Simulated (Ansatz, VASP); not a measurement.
# One calculation of Si5Ru, two programs

```
Si Ru
1.0
     0.00000    3.51054    3.51054
     3.51054    0.00000    3.51054
     3.51054    3.51054    0.00000
Si Ru
5 1
Direct
  0.37528 0.87491 0.87491
  0.87491 0.87491 0.87491
  0.25000 0.25000 0.25000
  0.87491 0.87491 0.37528
  0.87491 0.37528 0.87491
  0.50000 0.50000 0.50000
```

Change from the starting cell: species swapped into the HfNi5 type (F-43m, No. 216).

Alike in both runs: functional PBE; k mesh 4 × 4 × 4; occupations gaussian, width 0.1 eV; no spin polarisation.

Ansatz relaxed the structure, and its values are those at the end. VASP's run is a single point on that final structure, the one shown.

|  | VASP | Ansatz |
| --- | --- | --- |
| version | VASP 6.6.1 | Ansatz 0.2.0 |
| potentials or method | VASP PAW PBE potentials, release 64 (Si, Ru_pv), cutoff 520 eV | scalar-relativistic, plane waves, PAW |
| valence electrons in the cell | 34 | 36 |

```tsv
	VASP	Ansatz	Ansatz less VASP
gap on the k mesh at the Fermi level (eV)	none	none	-
pressure (GPa)	0.1	0.1	+0.07
rms of the force components (eV/Å)	0.013	0.013	+0.0001
```

A gap of «none» marks a metal or a gap that the smearing closes. VASP's potentials hold 34 valence electrons a cell and Ansatz's 36, so a difference there can come from the potentials and not from the codes.

The k mesh is coarse, so the values compare programs but aren't converged.
